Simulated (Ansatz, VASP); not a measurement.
Ge4H: VASP beside Ansatz

Contents of INCAR:

```
SYSTEM = Ge4H
PREC = Accurate ; ENCUT = 520
EDIFF = 1E-6 ; ISMEAR = 0
SIGMA = 0.1 ; LREAL = .FALSE.
LASPH = .TRUE. ; NELM = 100
ALGO = Normal ; ISIF = 2
LWAVE = .FALSE. ; LCHARG = .FALSE.
LDIPOL = .TRUE. ; IDIPOL = 3
DIPOL = 0.5 0.5 0.336 ; GGA = PE
IVDW = 12 ; NBANDS = 36
```

KPOINTS

```
Automatic mesh
0
G
  7 7 1
  0 0 0
```

POSCAR

```
Ge4H
1.0
    4.0303587907      0.0000000000      0.0000000000
    0.0000000000      4.0303587907      0.0000000000
    0.0000000000      0.0000000000     21.6416627718
Ge H
4 1
Direct
    0.0000000000      0.5000000000      0.1848286817
    0.0000000000      0.0000000000      0.2506714513
    0.5000000000      0.0000000000      0.3196569899
    0.5000000000      0.5000000000      0.3854446333
    0.7500000000      1.0000000000      0.5379282957
```

Input for Ansatz:

```yaml
crystal:
  lattice:
    - [4.0303587907, 0.0, 0.0]
    - [0.0, 4.0303587907, 0.0]
    - [0.0, 0.0, 21.6416627718]
  atoms:
    - { symbol: Ge, position: [0.0, 0.5, 0.1848286817] }
    - { symbol: Ge, position: [0.0, 0.0, 0.2506714513] }
    - { symbol: Ge, position: [0.5, 0.0, 0.3196569899] }
    - { symbol: Ge, position: [0.5, 0.5, 0.3854446333] }
    - { symbol: H, position: [0.75, 1.0, 0.5379282957] }
basis:
  ecutwfc: 420
kpoints:
  mp_grid: { grid: [7, 7, 1] }
hamiltonian:
  xc: pbe
  pseudopotentials: { kind: paw, azcp: { folder: soft_1 } }
  dispersion: d3bj
scf:
  occupations: { method: gaussian, width: 0.1 }
output:
  forces: true
  eigenvalues: true
efield:
  axis: 3
  dipole_correction: true
  ramp_width: 0.04
```

Alike in both runs: task single point; functional PBE; dispersion D3(BJ); k mesh 7 × 7 × 1; occupations gaussian, width 0.1 eV; no spin polarisation.

|  | VASP | Ansatz |
| --- | --- | --- |
| version | VASP 6.6.1 | Ansatz 0.2.0 |
| potentials or method | VASP PAW PBE potentials, release 64 (Ge_d, H), cutoff 520 eV | scalar-relativistic, plane waves, PAW |
| valence electrons in the cell | 57 | 57 |

|  | VASP | Ansatz | Ansatz less VASP |
| --- | --- | --- | --- |
| gap on the k mesh at the Fermi level (eV) | none | none | - |
| rms of the force components (eV/Å) | 0.098 | 0.097 | -0.0007 |

Atom by atom the forces differ by 0.001 eV/Å (rms over components). A gap of «none» marks a metal or a gap that the smearing closes.
